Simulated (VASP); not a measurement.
# BN in VASP: a series of runs, part 2 of 2

VASP 6.6.1. The steps go on from the part before.

### 4 Single point, r2SCAN (shear xy strain +0.9%)

File POSCAR:

```
BN
1.0
    0.0080314733      1.8048254535      1.8048254535
    1.8048254535      0.0080314733      1.8048254535
    1.8128569268      1.8128569268      0.0000000000
B N
1 1
Direct
    0.0000142472      0.0000142472     -0.0000142472
    0.2499857528      0.2499857528      0.2500142472
```

File INCAR.step1:

```
SYSTEM = BN
  PREC = Accurate
  ENCUT = 520
  ISMEAR = 0
  SIGMA = 0.01
  LREAL = .FALSE.
  LASPH = .TRUE.
  NELM = 80
  NBANDS = 11
  GGA = PE
  ALGO = Normal
  EDIFF = 1E-4
  LWAVE = .TRUE.
  LCHARG = .FALSE.
```

File INCAR.step2:

```
SYSTEM = BN
  PREC = Accurate
  ENCUT = 520
  EDIFF = 1E-6
  ISMEAR = 0
  SIGMA = 0.01
  LREAL = .FALSE.
  LASPH = .TRUE.
  NELM = 80
  ALGO = Normal
  ISIF = 2
  LWAVE = .FALSE.
  LCHARG = .FALSE.
  METAGGA = R2SCAN
  LMIXTAU = .TRUE.
  NBANDS = 11
  ISTART = 1
```

File KPOINTS:

```
regular mesh
0
G
  12 12 12
  0 0 0
```

Potentials or basis: VASP PAW PBE potentials, release 64 (B, N).

On the command line:

```
> cat potpaw_PBE.64/B/POTCAR potpaw_PBE.64/N/POTCAR > POTCAR
> cp INCAR.step1 INCAR
> mpirun -np 1 vasp_std > vasp.out
> cp INCAR.step2 INCAR
> mpirun -np 1 vasp_std > vasp.out
```

OUTCAR:

```text
SYSTEM = BN
   PREC = Accurate
   ENCUT = 520
   EDIFF = 1E-6
   ISMEAR = 0
   LREAL = .FALSE.
   LASPH = .TRUE.
   NELM = 80
   ISIF = 2
   METAGGA = R2SCAN
   ISTART = 1

 ion  position               nearest neighbor table
   1  0.000  0.000  1.000-   2 1.56   2 1.56   2 1.57   2 1.57
   2  0.250  0.250  0.250-   1 1.56   1 1.56   1 1.57   1 1.57

  LATTYP: Found a body centered orthorhombic cell.
 ALAT       =     2.5410504156
 B/A-ratio  =     1.0089397821
 C/A-ratio  =     1.4205349429

  Lattice vectors:

 A1 = (   1.8048254535,   0.0080314733,  -1.8048254535)
 A2 = (  -1.8048254535,  -0.0080314733,  -1.8048254535)
 A3 = (   0.0080314733,   1.8048254535,   1.8048254535)

Analysis of symmetry for initial positions (statically):
=====================================================================
 Subroutine PRICEL returns:
 Original cell was already a primitive cell.

 Routine SETGRP: Setting up the symmetry group for a
 body centered orthorhombic supercell.

 Subroutine GETGRP returns: Found  4 space group operations
 (whereof  4 operations were pure point group operations)
 out of a pool of  8 trial point group operations.

The static configuration has the point symmetry C_2v.

Analysis of symmetry for dynamics (positions and initial velocities):
=====================================================================
 Subroutine PRICEL returns:
 Original cell was already a primitive cell.

 Routine SETGRP: Setting up the symmetry group for a
 body centered orthorhombic supercell.

 Subroutine GETGRP returns: Found  4 space group operations
 (whereof  4 operations were pure point group operations)
 out of a pool of  8 trial point group operations.

The dynamic configuration has the point symmetry C_2v.

 Subroutine INISYM returns: Found  4 space group operations
 (whereof  4 operations are pure point group operations),
 and found     1 'primitive' translations

----------------------------------------------------------------------------------------

                                     Primitive cell

  volume of cell :      11.7578

  direct lattice vectors                    reciprocal lattice vectors
     0.008031473  1.804825453  1.804825453    -0.278273417  0.278273417  0.277035100
     1.804825453  0.008031473  1.804825453     0.278273417 -0.278273417  0.277035100
     1.812856927  1.812856927  0.000000000     0.275807755  0.275807755 -0.277035100

  length of vectors
     2.552421270  2.552421270  2.563766853     0.481269816  0.481269816  0.478422703

  position of ions in fractional coordinates (direct lattice)
     0.000014247  0.000014247  0.999985753
     0.249985753  0.249985753  0.250014247

  ion indices of the primitive-cell ions
   primitive index   ion index
                 1           1
                 2           2

----------------------------------------------------------------------------------------

 KPOINTS: regular mesh

Automatic generation of k-mesh.
 Grid dimensions read from file:
 generate k-points for:   12   12   12

 Generating k-lattice:

  Cartesian coordinates                     Fractional coordinates (reciprocal lattice)
    -0.023189451  0.023189451  0.023086258     0.083333333  0.000000000  0.000000000
     0.023189451 -0.023189451  0.023086258     0.000000000  0.083333333  0.000000000
[... 39 lines left out ...]
 [... further k-points ...]
   k-points           NKPTS =    280   k-points in BZ     NKDIM =    280   number of bands    NBANDS=     11
   number of dos      NEDOS =    301   number of ions     NIONS =      2
   total plane-waves  NPLWV =   8000
   dimension x,y,z NGX =    20 NGY =   20 NGZ =   20
   dimension x,y,z NGXF=    40 NGYF=   40 NGZF=   40
   ions per type =               1   1
   NGX,Y,Z   is equivalent  to a cutoff of  13.03, 13.03, 12.97 a.u.
   NGXF,Y,Z  is equivalent  to a cutoff of  26.05, 26.05, 25.94 a.u.
 SYSTEM =  BN
   PREC   = accura    normal or accurate (medium, high low for compatibility)
   ISTART =      1    job   : 0-new  1-cont  2-samecut
   ICHARG =      0    charge: 1-file 2-atom 10-const
   ISPIN  =      1    spin polarized calculation?
   LNONCOLLINEAR =      F non collinear calculations
   LSORBIT =      F    spin-orbit coupling
   LASPH  =      T    aspherical Exc in radial PAW
   ENCUT  =  520.0 eV  38.22 Ry    6.18 a.u.   4.75  4.75  4.77*2*pi/ulx,y,z
   NELM   =     80;   NELMIN=  2; NELMDL=  0     # of ELM steps
   EDIFF  = 0.1E-05   stopping-criterion for ELM
   LREAL  =      F    real-space projection
   EDIFFG = 0.1E-04   stopping-criterion for IOM
   NSW    =      0    number of steps for IOM
   IBRION =     -1    ionic relax: 0-MD 1-quasi-New 2-CG
   NFREE  =      0    steps in history (QN), initial steepest desc. (CG)
   ISIF   =      2    stress and relaxation
   ISYM   =      2    0-nonsym 1-usesym 2-fastsym
   POTIM  = 0.5000    time-step for ionic-motion
   TEBEG  =    0.0;   TEEND  =   0.0 temperature during run
   PSTRESS=    0.0 pullay stress
   NELECT =       8.0000    total number of electrons
   NUPDOWN=      -1.0000    fix difference up-down
   EMIN   =  10.00;   EMAX   =-10.00  energy-range for DOS
   EFERMI =   0.00;   METHOD = LEGACY
   ISMEAR =     0;   SIGMA  =   0.01  broadening in eV -4-tet -1-fermi 0-gaus
   EFERMI_NEDOS =   21; number of points for ismear=-14 and -15
   IALGO  =     38    algorithm
   IMIX   =      4    mixing-type and parameters
     AMIX     =   0.40;   BMIX     =  1.00
     AMIX_MAG =   1.60;   BMIX_MAG =  1.00
  volume/ion in A,a.u.               =       5.88        39.67
  Fermi-wavevector in a.u.,A,eV,Ry     =   1.439889  2.720997 28.208710  2.073282
  Thomas-Fermi vector in A             =   2.558695
   LORBIT       =      0    0 simple, 1 ext, 2 COOP (PROOUT), +10 PAW based schemes
   METAGGA = R2SCAN    functional components
   LHFCALC =     F    Hartree Fock is set to
   AEXX    =    0.0000 exact exchange contribution
   IVDW    =     0    specifies the selected vdW correction
   LEPSILON=     F    determine dielectric tensor
   LRPA    =     F    only Hartree local field effects (RPA)
 non-spin polarized calculation
 Gauss-broadening in eV      SIGMA  =   0.01
  energy-cutoff  :      520.00
  volume of cell :       11.76
 maximum number of plane-waves:       332
   NGX =  9   NGY =  9   NGZ =  9

 number of electron       7.9999999 magnetization

 Free energy of the ion-electron system (eV)
  ---------------------------------------------------
  ext. energy  EPLUGINS =         0.00000000
  ---------------------------------------------------
  free energy    TOTEN  =       -19.17019787 eV

  energy without entropy =      -19.17019787  energy(sigma->0) =      -19.17019787

 E-fermi :   7.3639     XC(G=0): -13.6700

 val. band max:        7.3166360459   @ k =   0.0000   0.0000   0.0000
 cond. band min:      12.2739390949   @ k =   0.5000   0.5000   0.0000
 fundamental gap:      4.9573030490
 Fermi energy:         7.3639336758

 k-point     1 :       0.0000    0.0000    0.0000
  band No.  band energies     occupation
      1     -14.0459      2.00000
      2       7.2788      2.00000
      3       7.2965      2.00000
      4       7.3166      2.00000
      5      16.7252      0.00000
      6      16.8234      0.00000
      7      16.9672      0.00000
      8      18.4598      0.00000
      9      33.5178      0.00000
     10      36.0958      0.00000
     11      36.0983      0.00000
[... 309 lines left out ...]
 k-point    24 :      -0.4167    0.1667    0.0000
  band No.  band energies     occupation
      1      -9.3084      2.00000
      2      -3.1036      2.00000
      3       2.9645      2.00000
      4       4.5798      2.00000
      5      17.2341      0.00000
      6      20.3331      0.00000
      7      20.3595      0.00000
      8      24.2513      0.00000
      9      29.7781      0.00000
     10      33.8085      0.00000
     11      35.6834      0.00000

 [... further k-points ...]

------------------------ aborting loop because EDIFF is reached ----------------------------------------

  FORCE on cell =-STRESS in cart. coord.  units (eV):
  Direction    XX          YY          ZZ          XY          YZ          ZX
  --------------------------------------------------------------------------------------
  -------------------------------------------------------------------------------------
  Total        0.0878406      0.0878406      0.0846948     -0.3074513      0.0000000      0.0000000
  in kB       11.9695812     11.9695812     11.5409215    -41.8947803      0.0000000      0.0000000
  external PRESSURE =      11.8266947 kB  Pullay stress =       0.0000000 kB

 VOLUME and BASIS-vectors are now :
 -----------------------------------------------------------------------------
  energy-cutoff  :      520.00
  volume of cell :       11.76
      direct lattice vectors                 reciprocal lattice vectors
     0.008031473  1.804825453  1.804825453    -0.278273417  0.278273417  0.277035100
     1.804825453  0.008031473  1.804825453     0.278273417 -0.278273417  0.277035100
     1.812856927  1.812856927  0.000000000     0.275807755  0.275807755 -0.277035100

 POSITION                                       TOTAL-FORCE (eV/Angst)
 -----------------------------------------------------------------------------------
      1.81286      1.81286      0.00005        -0.000000     -0.000000      0.006566
      0.90643      0.90643      0.90236         0.000000      0.000000     -0.006566
 -----------------------------------------------------------------------------------
    total drift:                                0.000000      0.000000     -0.000002

  FREE ENERGIE OF THE ION-ELECTRON SYSTEM (eV)
  ---------------------------------------------------
  free  energy   TOTEN  =       -19.1701978685 eV

  energy  without entropy=      -19.1701978685  energy(sigma->0) =      -19.17019787
```

Run time: 3.1 min. Hardware: 1 thread of Intel Xeon 6975P-C, shared host; peak memory 0.15 GiB.

What came out:

```
Free energy            : -19.1702 eV
Pressure               : 1.2 GPa
Largest force          : 0.007 eV/Å
Band gap on the k mesh : 4.96 eV, indirect (least direct gap 9.41 eV)
```

Forces on the atoms (eV/Å):
```
B    0.000  0.000  0.007
N    0.000  0.000 -0.007
```

Caveat: the cell differs from its parent crystal (shear xy strain +0.9%); the PAW data sets were made with another functional, which shifts forces and pressure a little. A k mesh can miss the band edges.

### 5 Summary

| level | cell | smearing | gap on the mesh (eV) | pressure (GPa) | largest force (eV/Å) |
| --- | --- | --- | --- | --- | --- |
| PBE | a = 2.552, b = 2.552, c = 2.564 Å, angles 59.9, 59.9, 59.7°, 2 atoms | fermi-dirac 0.02 eV | 4.44 | 5.1 | 0.02 |
| r2SCAN | a = 2.529 Å, angles 60.6°, 2 atoms | gaussian 0.01 eV | 4.94 | 6.7 | - |
| r2SCAN | a = 2.552, b = 2.552, c = 2.564 Å, angles 59.9, 59.9, 59.7°, 2 atoms | gaussian 0.01 eV | 4.96 | 1.2 | 0.01 |

Alike in all rows: task single point; potentials or basis VASP PAW PBE potentials, release 64 (B, N); no spin polarisation; k mesh 12 × 12 × 12; cutoff (eV) 520.

Caveats: the PAW data sets were made with another functional, which shifts forces and pressure a little (some runs).

Absolute energies hang on the potentials; compare differences alone.
